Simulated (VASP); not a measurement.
The system is Zn15Ni4.

```
CELL_PARAMETERS angstrom
1.79892 5.39675 -3.84255
-1.79892 -5.39675 -3.84255
-5.39675 1.79892 3.84255
ATOMIC_POSITIONS crystal
Zn 0.35203 0.45050 0.29640
Zn 0.15013 0.05232 0.69718
Zn 0.74669 0.24567 0.49847
Zn 0.95096 0.65392 0.10321
Zn 0.54839 0.85194 0.89701
Zn 0.05671 0.34934 0.89893
Zn 0.85279 0.94386 0.30190
Zn 0.44952 0.14871 0.09684
Zn 0.64609 0.54651 0.69772
Zn 0.24555 0.74772 0.50243
Zn 0.49251 0.50246 0.00180
Zn 0.29683 0.09443 0.39805
Zn 0.90202 0.29765 0.19579
Zn 0.09568 0.70178 0.79986
Zn 0.69756 0.89857 0.60071
Ni 0.20233 0.40316 0.60735
Ni 0.00173 0.00129 0.99949
Ni 0.79868 0.59505 0.40112
Ni 0.40294 0.80487 0.19616
```

```yaml
Program: VASP 6.6.1
Task: relaxation of cell and atoms
Functional: PBEsol
Potentials_or_basis: VASP PAW PBE potentials, release 64 (Zn, Ni)
Cutoff: 500 eV
k_mesh: 3 × 3 × 2, shifted
Occupations: gaussian, width 0.1 eV
Spin: no spin polarisation
```

At the start: pressure 0.5 GPa; volume 13.09 Å³/atom.

Q: How do energy, volume and symmetry change on relaxing?

A: Over 17 steps the energy falls by 11.8 meV/atom and the volume is 13.11 Å³/atom (+0.1 %); space group P-1 (No. 2, to 0.1 Å) before, C2/m (No. 12, to 0.1 Å).

The path:
| step | energy change (eV) | largest force (eV/Å) | pressure (GPa) | volume (Å³) |
| --- | --- | --- | --- | --- |
| 1 | 0.0000 | 0.6411 | 0.46 | 248.70 |
| 2 | -0.0977 | 0.3537 | -0.40 | 250.03 |
| 3 | -0.1272 | 0.2048 | -1.05 | 251.26 |
| 4 | -0.1528 | 0.1574 | 0.55 | 247.98 |
| 5 | -0.1530 | 0.1594 | 0.70 | 247.68 |
| 6 | -0.1739 | 0.1378 | 0.40 | 248.26 |
| 7 | -0.1835 | 0.1442 | 0.05 | 248.99 |
| 8 | -0.1966 | 0.0962 | -0.19 | 249.52 |
| 9 | -0.2003 | 0.0892 | -0.39 | 250.05 |
| 10 | -0.2078 | 0.0925 | 0.43 | 248.45 |
| 11 | -0.2079 | 0.0935 | 0.48 | 248.35 |
| 12 | -0.2158 | 0.0819 | 0.12 | 249.02 |
| 13 | -0.2173 | 0.0777 | -0.10 | 249.44 |
| 14 | -0.2210 | 0.0552 | -0.06 | 249.30 |
| 15 | -0.2222 | 0.0662 | 0.00 | 249.10 |
| 16 | -0.2224 | 0.0588 | -0.01 | 249.14 |
| 17 | -0.2238 | 0.0320 | 0.02 | 249.02 |

Final structure:
```cif
data_structure
_symmetry_space_group_name_H-M 'P 1'
_symmetry_Int_Tables_number 1
_cell_length_a 6.8497
_cell_length_b 6.8799
_cell_length_c 6.8390
_cell_angle_alpha 107.282
_cell_angle_beta 108.491
_cell_angle_gamma 112.213
_cell_volume 249.02
loop_
_atom_site_label
_atom_site_type_symbol
_atom_site_fract_x
_atom_site_fract_y
_atom_site_fract_z
_atom_site_occupancy
Zn1 Zn 0.34843 0.44698 0.29907 1
Zn2 Zn 0.13773 0.04000 0.69765 1
Zn3 Zn 0.76217 0.25966 0.49651 1
Zn4 Zn 0.96213 0.66631 0.10464 1
Zn5 Zn 0.54162 0.83862 0.90110 1
Zn6 Zn 0.06081 0.35831 0.90125 1
Zn7 Zn 0.84988 0.95184 0.29979 1
Zn8 Zn 0.43640 0.13870 0.10266 1
Zn9 Zn 0.65809 0.56065 0.69765 1
Zn10 Zn 0.23703 0.73312 0.49456 1
Zn11 Zn 0.50613 0.48672 0.99367 1
Zn12 Zn 0.31693 0.10635 0.42519 1
Zn13 Zn 0.88183 0.29368 0.17448 1
Zn14 Zn 0.09932 0.69899 0.79925 1
Zn15 Zn 0.69257 0.91143 0.60504 1
Ni1 Ni 0.20532 0.39300 0.59869 1
Ni2 Ni 0.99371 0.00665 0.00078 1
Ni3 Ni 0.79381 0.59377 0.38755 1
Ni4 Ni 0.40523 0.80501 0.21088 1
```

Caveat: the PAW data sets were made with another functional, which shifts forces and pressure a little.
